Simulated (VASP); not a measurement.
Wanted: the native input for a VASP 6.6.1 run.

| Property | Result |
| --- | --- |
| Task | single point |
| Functional | PBEsol |
| Potentials or basis | VASP PAW PBE potentials, release 64 (Cd_sv_GW, S) |
| Cutoff | 540 eV |
| k mesh | 9 × 9 × 6 |
| Occupations | gaussian, width 0.05 eV |
| Spin | no spin polarisation |
| Dipole correction | no |
| Second run | valence_matched |
| Further INCAR settings | ALGO = Normal; EDIFF = 1e-06; NBANDS = 20 |

The structure of CdS lies in POSCAR:

```
CdS
1.0
    4.1924290255      0.0000000000      0.0000000000
   -2.0962145128      3.6307500396      0.0000000000
    0.0000000000      0.0000000000      5.9960679179
Cd S
1 1
Direct
    0.0000000000      0.0000000000      0.4426919200
    0.6666666667      0.3333333333      0.4343080800
```

This cell differs from its parent crystal: ratio of the length along z to the lengths across it x 1.05, volume and fractional coordinates fixed.

One way to write it, as run:

INCAR

```
SYSTEM = CdS
PREC = Accurate ; ENCUT = 540
EDIFF = 1E-6 ; ISMEAR = 0
SIGMA = 0.05 ; LREAL = .FALSE.
LASPH = .TRUE. ; NELM = 120
ALGO = Normal ; ISIF = 2
LWAVE = .FALSE. ; LCHARG = .FALSE.
GGA = PS ; NBANDS = 20
GGA_COMPAT = .FALSE.
```

KPOINTS

```
Automatic mesh
0
G
  9 9 6
  0 0 0
```

Potentials or basis: VASP PAW PBE potentials, release 64 (Cd_sv_GW, S).

Command:

```console
$ cat potpaw_PBE.64/Cd_sv_GW/POTCAR potpaw_PBE.64/S/POTCAR > POTCAR
$ mpirun -np 1 vasp_std > vasp.out
```

Results of the run:

The pressure is -0.6 GPa, the largest force is 0.006 eV/Å and the band gap on the k mesh is 1.53 eV, indirect (the least direct gap lies 2.7 meV higher).

Caveat: the PAW data sets were made with another functional, which shifts forces and pressure a little.

Run time: 2.6 min on 1 thread of AMD EPYC 7R43 64-Core Processor (Zen 3), on a shared host, peak memory 0.26 GiB.
